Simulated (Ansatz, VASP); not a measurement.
One calculation of AlRu, two programs

```
CELL_PARAMETERS angstrom
2.02383 -2.13341 -0.66814
2.02383 2.13341 -0.66814
-2.17763 0.00000 7.00039
ATOMIC_POSITIONS crystal
Al 0.00000 0.50000 0.00000
Al 0.50000 0.00000 0.50000
Ru 0.75001 0.24999 0.25000
Ru 0.24999 0.75001 0.75000
```

Alike in both runs: functional PBE; k mesh 6 × 6 × 4; occupations gaussian, width 0.1 eV; no spin polarisation.

Ansatz relaxed the structure, and its values are those at the end. VASP's run is a single point on that final structure, the one shown.

```csv
,VASP,Ansatz
version,VASP 6.6.1,Ansatz 0.2.0
potentials or method,"VASP PAW PBE potentials, release 64 (Al, Ru_pv), cutoff 520 eV","scalar-relativistic, plane waves, PAW"
valence electrons in the cell,34,38
```

```csv
,VASP,Ansatz,Ansatz less VASP
gap on the k mesh at the Fermi level (eV),none,none,-
pressure (GPa),-0.3,-0.3,+0.04
```

A gap of «none» marks a metal or a gap that the smearing closes. VASP's potentials hold 34 valence electrons a cell and Ansatz's 38, so a difference there can come from the potentials and not from the codes.

The k mesh is coarse, so the values compare programs but aren't converged.
